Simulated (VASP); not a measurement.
# TaN (P-6m2) in VASP: a series of runs

Runs on TaN. Level: r2SCAN. Tasks: electric field gradients.

Everything below comes from runs of VASP 6.6.1. Logs are shortened: lines on timing, memory, paths and dates and some standing lists are left out, and cuts for length are marked.

## Step 1: The cell of the first run

It takes space group P-6m2 (No. 187, hexagonal). Conventional cell: a = 2.998 Å, b = 2.998 Å, c = 2.947 Å, α = 90.00°, β = 90.00°, γ = 120.00°. Ta (site symmetry -6m2) has 6 N at 2.27 Å and 8 Ta at 2.95 to 3.00 Å within 3.0 Å. Within 3.0 Å of N (site symmetry -6m2) lie 6 Ta at 2.27 Å and 8 N at 2.95 to 3.00 Å.

## Step 2: Electric field gradients, r2SCAN (11.47 Å³/atom)

File POSCAR:

```
TaN
1.0
    2.9976027420      0.0000000000      0.0000000000
   -1.4988013710      2.5960001250      0.0000000000
    0.0000000000      0.0000000000      2.9468595706
Ta N
1 1
Direct
    0.0000000000      0.0000000000      0.5000000000
    0.6666666667      0.3333333333      0.0000000000
```

File INCAR.step1:

```
PREC = Accurate
ENCUT = 580
ISMEAR = -1
SIGMA = 0.05
LREAL = False
LASPH = True
NELM = 120
NBANDS = 16
GGA = PE
ALGO = Normal
EDIFF = 1E-5
LWAVE = True
LCHARG = False
GGA_COMPAT = False
```

File INCAR.step2:

```
PREC = Accurate
ENCUT = 580
EDIFF = 1E-8
ISMEAR = -1
SIGMA = 0.05
LREAL = False
LASPH = True
NELM = 120
ALGO = Normal
ISIF = 2
LWAVE = False
LCHARG = False
METAGGA = R2SCAN
LMIXTAU = True
LEFG = True
NBANDS = 16
ISTART = 1
GGA_COMPAT = False
```

File KPOINTS:

```
Automatic mesh
0
Gamma
  13 13 11
```

Potentials or basis: VASP PAW PBE potentials, release 64 (Ta_sv_GW, N).

Command:

```console
> cat potpaw_PBE.64/Ta_sv_GW/POTCAR potpaw_PBE.64/N/POTCAR > POTCAR
> cp INCAR.step1 INCAR
> mpirun -np 1 vasp_std > vasp.out
> cp INCAR.step2 INCAR
> mpirun -np 1 vasp_std > vasp.out
```

OUTCAR:

```text
PREC = Accurate
   ENCUT = 580
   EDIFF = 1E-8
   ISMEAR = -1
   LREAL = False
   LASPH = True
   NELM = 120
   ISIF = 2
   METAGGA = R2SCAN
   ISTART = 1

 ion  position               nearest neighbor table
   1  0.000  0.000  0.500-   2 2.27   2 2.27   2 2.27   2 2.27   2 2.27   2 2.27
   2  0.667  0.333  0.000-   1 2.27   1 2.27   1 2.27   1 2.27   1 2.27   1 2.27

  LATTYP: Found a hexagonal cell.
 ALAT       =     2.9976027420
 C/A-ratio  =     0.9830720827

  Lattice vectors:

 A1 = (   2.9976027420,   0.0000000000,   0.0000000000)
 A2 = (  -1.4988013710,   2.5960001250,   0.0000000000)
 A3 = (   0.0000000000,   0.0000000000,   2.9468595706)

Analysis of symmetry for initial positions (statically):
=====================================================================
 Subroutine PRICEL returns:
 Original cell was already a primitive cell.

 Routine SETGRP: Setting up the symmetry group for a
 hexagonal supercell.

 Subroutine GETGRP returns: Found 12 space group operations
 (whereof 12 operations were pure point group operations)
 out of a pool of 24 trial point group operations.

The static configuration has the point symmetry D_3h.

Analysis of symmetry for dynamics (positions and initial velocities):
=====================================================================
 Subroutine PRICEL returns:
 Original cell was already a primitive cell.

 Routine SETGRP: Setting up the symmetry group for a
 hexagonal supercell.

 Subroutine GETGRP returns: Found 12 space group operations
 (whereof 12 operations were pure point group operations)
 out of a pool of 24 trial point group operations.

The dynamic configuration has the point symmetry D_3h.

 Subroutine INISYM returns: Found 12 space group operations
 (whereof 12 operations are pure point group operations),
 and found     1 'primitive' translations

----------------------------------------------------------------------------------------

                                     Primitive cell

  volume of cell :      22.9318

  direct lattice vectors                    reciprocal lattice vectors
     2.997602742  0.000000000  0.000000000     0.333599908  0.192603997  0.000000000
    -1.498801371  2.596000125  0.000000000     0.000000000  0.385207994  0.000000000
     0.000000000  0.000000000  2.946859571     0.000000000  0.000000000  0.339344301

  length of vectors
     2.997602742  2.997602742  2.946859571     0.385207994  0.385207994  0.339344301

  position of ions in fractional coordinates (direct lattice)
     0.000000000  0.000000000  0.500000000
     0.666666667  0.333333333  0.000000000

  ion indices of the primitive-cell ions
   primitive index   ion index
                 1           1
                 2           2

----------------------------------------------------------------------------------------

 KPOINTS: Automatic mesh

Automatic generation of k-mesh.
 Grid dimensions read from file:
 generate k-points for:   13   13   11

 Generating k-lattice:

  Cartesian coordinates                     Fractional coordinates (reciprocal lattice)
     0.025661531  0.014815692  0.000000000     0.076923077  0.000000000  0.000000000
     0.000000000  0.029631384  0.000000000     0.000000000  0.076923077  0.000000000
     0.000000000  0.000000000  0.030849482     0.000000000  0.000000000  0.090909091

  Length of vectors
     0.029631384  0.029631384  0.030849482

  Shift w.r.t. Gamma in fractional coordinates (k-lattice)
     0.000000000  0.000000000  0.000000000

 Subroutine IBZKPT returns following result:
 ===========================================

 Found    126 irreducible k-points:

 Following reciprocal coordinates:
            Coordinates               Weight
  0.000000  0.000000  0.000000      1.000000
  0.076923 -0.000000  0.000000      6.000000
  0.153846 -0.000000  0.000000      6.000000
  0.230769 -0.000000  0.000000      6.000000
  0.307692 -0.000000  0.000000      6.000000
  0.384615 -0.000000  0.000000      6.000000
[... 16 lines left out ...]
  0.076923 -0.000000  0.090909     12.000000
  0.153846 -0.000000  0.090909     12.000000
 [... further k-points ...]
   k-points           NKPTS =    126   k-points in BZ     NKDIM =    126   number of bands    NBANDS=     16
   number of dos      NEDOS =    301   number of ions     NIONS =      2
   total plane-waves  NPLWV =  13824
   dimension x,y,z NGX =    24 NGY =   24 NGZ =   24
   dimension x,y,z NGXF=    48 NGYF=   48 NGZF=   48
   ions per type =               1   1
   NGX,Y,Z   is equivalent  to a cutoff of  13.31, 13.31, 13.54 a.u.
   NGXF,Y,Z  is equivalent  to a cutoff of  26.62, 26.62, 27.08 a.u.
 SYSTEM =  unknown system
   PREC   = accura    normal or accurate (medium, high low for compatibility)
   ISTART =      1    job   : 0-new  1-cont  2-samecut
   ICHARG =      0    charge: 1-file 2-atom 10-const
   ISPIN  =      1    spin polarized calculation?
   LNONCOLLINEAR =      F non collinear calculations
   LSORBIT =      F    spin-orbit coupling
   LASPH  =      T    aspherical Exc in radial PAW
   ENCUT  =  580.0 eV  42.63 Ry    6.53 a.u.   5.89  5.89  5.79*2*pi/ulx,y,z
   NELM   =    120;   NELMIN=  2; NELMDL=  0     # of ELM steps
   EDIFF  = 0.1E-07   stopping-criterion for ELM
   LREAL  =      F    real-space projection
   EDIFFG = 0.1E-06   stopping-criterion for IOM
   NSW    =      0    number of steps for IOM
   IBRION =     -1    ionic relax: 0-MD 1-quasi-New 2-CG
   NFREE  =      0    steps in history (QN), initial steepest desc. (CG)
   ISIF   =      2    stress and relaxation
   ISYM   =      2    0-nonsym 1-usesym 2-fastsym
   POTIM  = 0.5000    time-step for ionic-motion
   TEBEG  =    0.0;   TEEND  =   0.0 temperature during run
   PSTRESS=    0.0 pullay stress
   NELECT =      18.0000    total number of electrons
   NUPDOWN=      -1.0000    fix difference up-down
   EMIN   =  10.00;   EMAX   =-10.00  energy-range for DOS
   EFERMI =   0.00;   METHOD = LEGACY
   ISMEAR =    -1;   SIGMA  =   0.05  broadening in eV -4-tet -1-fermi 0-gaus
   EFERMI_NEDOS =   21; number of points for ismear=-14 and -15
   IALGO  =     38    algorithm
   IMIX   =      4    mixing-type and parameters
     AMIX     =   0.40;   BMIX     =  1.00
     AMIX_MAG =   1.60;   BMIX_MAG =  1.00
  volume/ion in A,a.u.               =      11.47        77.38
  Fermi-wavevector in a.u.,A,eV,Ry     =   1.510148  2.853766 31.028737  2.280548
  Thomas-Fermi vector in A             =   2.620376
   LORBIT       =      0    0 simple, 1 ext, 2 COOP (PROOUT), +10 PAW based schemes
   METAGGA = R2SCAN    functional components
   LHFCALC =     F    Hartree Fock is set to
   AEXX    =    0.0000 exact exchange contribution
   IVDW    =     0    specifies the selected vdW correction
   LEPSILON=     F    determine dielectric tensor
   LRPA    =     F    only Hartree local field effects (RPA)
 non-spin polarized calculation
  energy-cutoff  :      580.00
  volume of cell :       22.93
 maximum number of plane-waves:       742
 NGX is ok and might be reduce to    24
   NGX = 11   NGY = 11   NGZ = 11

 number of electron      18.0000000 magnetization

 Free energy of the ion-electron system (eV)
  ---------------------------------------------------
  ext. energy  EPLUGINS =         0.00000000
  ---------------------------------------------------
  free energy    TOTEN  =       -62.86968800 eV

  energy without entropy =      -62.86925315  energy(sigma->0) =      -62.86947058

 E-fermi :  11.5422     XC(G=0): -14.2497

 val. band max:       11.4762380549   @ k =   0.0000   0.0000   0.4545
 cond. band min:      11.6669106976   @ k =   0.0769  -0.0000   0.4545
 fundamental gap:      0.1906726427
 Fermi energy:        11.5422257025

 k-point     1 :       0.0000    0.0000    0.0000
  band No.  band energies     occupation
      1     -59.2534      2.00000
      2     -24.8076      2.00000
      3     -24.5736      2.00000
      4     -24.5736      2.00000
      5      -6.7878      2.00000
      6       6.9957      2.00000
[... 8 lines left out ...]
     15      24.8501      0.00000
     16      27.9430      0.00000
[... 419 lines left out ...]
 k-point    24 :       0.1538   -0.0000    0.0909
  band No.  band energies     occupation
      1     -59.2371      2.00000
      2     -24.8458      2.00000
      3     -24.7608      2.00000
      4     -24.6110      2.00000
      5      -6.2499      2.00000
      6       5.9098      2.00000
[... 8 lines left out ...]
     15      24.7578      0.00000
     16      28.6585      0.00000

 [... further k-points ...]

------------------------ aborting loop because EDIFF is reached ----------------------------------------

  FORCE on cell =-STRESS in cart. coord.  units (eV):
  Direction    XX          YY          ZZ          XY          YZ          ZX
  --------------------------------------------------------------------------------------
  -------------------------------------------------------------------------------------
  Total       -2.7556717     -2.7556717     -3.1018370      0.0000000      0.0000000      0.0000000
  in kB     -192.5306325   -192.5306325   -216.7161781      0.0000000      0.0000000      0.0000000
  external PRESSURE =    -200.5924810 kB  Pullay stress =       0.0000000 kB

 VOLUME and BASIS-vectors are now :
 -----------------------------------------------------------------------------
  energy-cutoff  :      580.00
  volume of cell :       22.93
      direct lattice vectors                 reciprocal lattice vectors
     2.997602742  0.000000000  0.000000000     0.333599908  0.192603997  0.000000000
    -1.498801371  2.596000125  0.000000000     0.000000000  0.385207994  0.000000000
     0.000000000  0.000000000  2.946859571     0.000000000  0.000000000  0.339344301

 POSITION                                       TOTAL-FORCE (eV/Angst)
 -----------------------------------------------------------------------------------
      0.00000      0.00000      1.47343         0.000000     -0.000000      0.000000
      1.49880      0.86533      0.00000        -0.000000      0.000000      0.000000
 -----------------------------------------------------------------------------------
    total drift:                               -0.000000      0.000000      0.000000

  FREE ENERGIE OF THE ION-ELECTRON SYSTEM (eV)
  ---------------------------------------------------
  free  energy   TOTEN  =       -62.8696880034 eV

  energy  without entropy=      -62.8692531490  energy(sigma->0) =      -62.86947058

 Electric field gradients (V/A^2)
---------------------------------------------------------------------
 ion       V_xx      V_yy      V_zz      V_xy      V_xz      V_yz
---------------------------------------------------------------------
   1     -14.622   -14.621    29.243     0.001    -0.000    -0.000
   2      -0.753    -0.752     1.505     0.001     0.000     0.000
---------------------------------------------------------------------

 Electric field gradients after diagonalization (V/A^2)
 (convention: |V_zz| > |V_xx| > |V_yy|)
----------------------------------------------------------------------
 ion       V_xx      V_yy      V_zz     asymmetry (V_yy - V_xx)/ V_zz
----------------------------------------------------------------------
   1     -14.622   -14.621    29.243       0.000
   2      -0.753    -0.751     1.505       0.001
----------------------------------------------------------------------

           NMR quadrupolar parameters

 Cq : quadrupolar parameter    Cq=e*Q*V_zz/h
 eta: asymmetry parameters     (V_yy - V_xx)/ V_zz
 Q  : nuclear electric quadrupole moment in mb (millibarn)
----------------------------------------------------------------------
 ion       Cq(MHz)       eta       Q (mb)
----------------------------------------------------------------------
   1       0.071       0.000       1.000
   2       0.004       0.001       1.000
----------------------------------------------------------------------
```

Wall time 2.9 min (1 thread of Intel Xeon Platinum 8259CL at 2.50GHz (Skylake/Cascade Lake), shared host); peak memory 0.19 GiB.

What came out:

```yaml
Free_energy: -62.8697 eV
Pressure: -20.1 GPa
Band_gap_on_the_k_mesh: zero (bands 9 and 10 overlap by 0.20 eV)
Largest_electric_field_gradient_by_atom: Ta +29.2; N +1.5 V/Å²
```

Stress tensor (GPa, compression positive):
```
-19.25   0.00   0.00
  0.00 -19.25   0.00
  0.00   0.00 -21.67
```

Levels at points of the mesh, in eV from the Fermi level:
```tsv
k point	band 7	band 8	band 9	band 10	band 11	band 12
(0.00, 0.00, 0.00)	-4.55	-4.13	-3.10	1.99	3.42	3.42
```

Electric field gradients, principal values (V/Å²):
| atom | least | middle | greatest (by size) |
| --- | --- | --- | --- |
| 1 Ta | -14.621 | -14.622 | 29.243 |
| 2 N | -0.751 | -0.753 | 1.505 |

Caveat: the cell stands under tension; without QUAD_EFG the Cq values of the log hold for a quadrupole moment of 1 mb, not for the nuclei; the PAW data sets were made with another functional, which shifts forces and pressure a little; spin-orbit coupling is left out, which moves the levels of the heavy elements.

(Part 1 of 2 ends here.)

The gap in the log of VASP goes by the Fermi energy; the results here count the filled bands.